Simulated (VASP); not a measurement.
Here is a VASP 6.6.1 calculation.

INCAR

```
ALGO     = Normal         # electronic algorithm
EDIFF    = 1E-7           # SCF threshold, eV
EDIFFG   = -0.04          # ionic threshold
ENCUT    = 500            # plane-wave cutoff, eV
GGA      = PE             # functional
GGA_COMPAT= False        
IBRION   = 2              # ionic algorithm
ISIF     = 3              # what is computed and relaxed
ISMEAR   = 0              # smearing method
ISPIN    = 2              # spin polarisation
LASPH    = True           # aspherical terms in the spheres
LCHARG   = False          # write CHGCAR
LMAXMIX  = 6              # l up to which the mixer works
LORBIT   = 11             # projections on sites
LREAL    = False          # projectors in reciprocal space
LWAVE    = False          # write WAVECAR
MAGMOM   = 0.06 0.4 0.03 0.03 0.03 # initial moments
NELM     = 200            # most SCF steps
NELMIN   = 4            
NSW      = 90             # ionic steps
PREC     = Accurate       # precision mode
SIGMA    = 0.1            # smearing width, eV
```

File KPOINTS:

```
k-points
0
Gamma
  4 4 4
```

File POSCAR:

```
SmNbS3
1.0
    4.6881812300      0.0000000000      0.0000000000
    0.0000000000      4.6881812300      0.0000000000
    0.0000000000      0.0000000000      4.6881812300
Sm Nb S
1 1 3
Direct
    0.0000000000      0.0000000000      0.0000000000
    0.5000000000      0.5000000000      0.5000000000
    0.0000000000      0.5000000000      0.5000000000
    0.5000000000      0.0000000000      0.5000000000
    0.5000000000      0.5000000000      0.0000000000
```

Potentials or basis: VASP PAW PBE potentials, release 64 (Sm_3, Nb_sv, S), 4f in core.

Run with:

```sh
$ cat potpaw_PBE.64/Sm_3/POTCAR potpaw_PBE.64/Nb_sv/POTCAR potpaw_PBE.64/S/POTCAR > POTCAR
$ mpirun -np 1 vasp_std > vasp.out
```

Q: Predict the net moment.

A: 0.83 μB per cell.

Q: Estimate the space group after relaxing (to 0.1 Å).

A: Pm-3m (No. 221).

Q: Predict the site moments.

A: Sm +0.05; Nb +0.45; S +0.01 μB.

Q: What does it give for the relaxed cell?

A: a = 4.776 Å, b = 4.776 Å, c = 4.776 Å, α = 90.00°, β = 90.00°, γ = 90.00°.

Step by step:
```
step  energy change (eV)  largest force (eV/Å)  pressure (GPa)  volume (Å³)
   1              0.0000                0.0000            5.96       103.04
   2             -0.0154                0.0000           -4.52       114.91
   3             -0.1042                0.0000           -0.04       108.97
```

Caveat: the magnetic or orbital state may not be the lowest; the highest band is partly filled, so the run has too few bands.
